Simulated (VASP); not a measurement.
Input of a VASP 6.6.1 run:

The input INCAR:

```
SYSTEM = BaTe
PREC = Accurate ; ENCUT = 520
EDIFF = 1E-6 ; ISMEAR = 0
SIGMA = 0.05 ; LREAL = .FALSE.
LASPH = .TRUE. ; NELM = 100
ALGO = Normal ; ISIF = 2
LWAVE = .FALSE. ; LCHARG = .FALSE.
GGA = PS ; NBANDS = 15
```

The input KPOINTS:

```
Automatic mesh
0
G
  8 8 8
  0 0 0
```

Contents of POSCAR:

```
BaTe
1.0
    0.0000000000      3.2978275349      3.5581823403
    3.2978275349      0.0000000000      3.5581823403
    3.2978275349      3.2978275349      0.0000000000
Ba Te
1 1
Direct
    0.0000000000      0.0000000000      0.0000000000
    0.5000000000      0.5000000000      0.5000000000
```

Potentials or basis: VASP PAW PBE potentials, release 64 (Ba_sv, Te).

The run is started by

```sh
$ cat potpaw_PBE.64/Ba_sv/POTCAR potpaw_PBE.64/Te/POTCAR > POTCAR
$ mpirun -np 1 vasp_std > vasp.out
```

(1) Estimate the band gap on the k mesh.

(2) Predict the pressure.

Answers

(1) 1.06 eV (least direct gap 1.38 eV).

(2) 4.1 GPa.

Caveat: the cell differs from its parent crystal (strain -0.050 along x and y, +0.025 along z); the stress differs along the axes, from -1 to 6 GPa; the PAW data sets were made with another functional, which shifts forces and pressure a little; spin-orbit coupling is left out, which moves the levels of the heavy elements.
